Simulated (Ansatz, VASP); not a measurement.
## NaBe6Hg: VASP beside Ansatz

```
Na Be Hg
1.0
     0.00000    3.61518    3.61518
     3.61518    0.00000    3.61518
     3.61518    3.61518    0.00000
Na Be Hg
1 6 1
Direct
  0.00000 0.00000 0.00000
  0.50000 0.00000 0.00000
  0.00000 0.50000 0.50000
  0.00000 0.50000 0.00000
  0.50000 0.00000 0.50000
  0.00000 0.00000 0.50000
  0.50000 0.50000 0.00000
  0.50000 0.50000 0.50000
```

Alike in both runs: functional PBE; k mesh 10 × 10 × 10; occupations gaussian, width 0.1 eV; no spin polarisation.

Ansatz relaxed the structure, and its values are those at the end. VASP's run is a single point on that final structure, the one shown.

```csv
,VASP,Ansatz
version,VASP 6.6.1,Ansatz 0.2.0
potentials or method,"VASP PAW PBE potentials, release 64 (Na_pv, Be, Hg), cutoff 520 eV","scalar-relativistic, plane waves, PAW"
valence electrons in the cell,31,41
```

|  | VASP | Ansatz | Ansatz less VASP |
| --- | --- | --- | --- |
| gap on the k mesh at the Fermi level (eV) | none | none | - |
| pressure (GPa) | 0.2 | 0.0 | -0.23 |

A gap of «none» marks a metal or a gap that the smearing closes. The functional is the same, so the differences come from potentials, cutoffs and numerics. VASP's potentials hold 31 valence electrons a cell and Ansatz's 41, so a difference there can come from the potentials and not from the codes.

Neither program's run includes spin-orbit coupling.
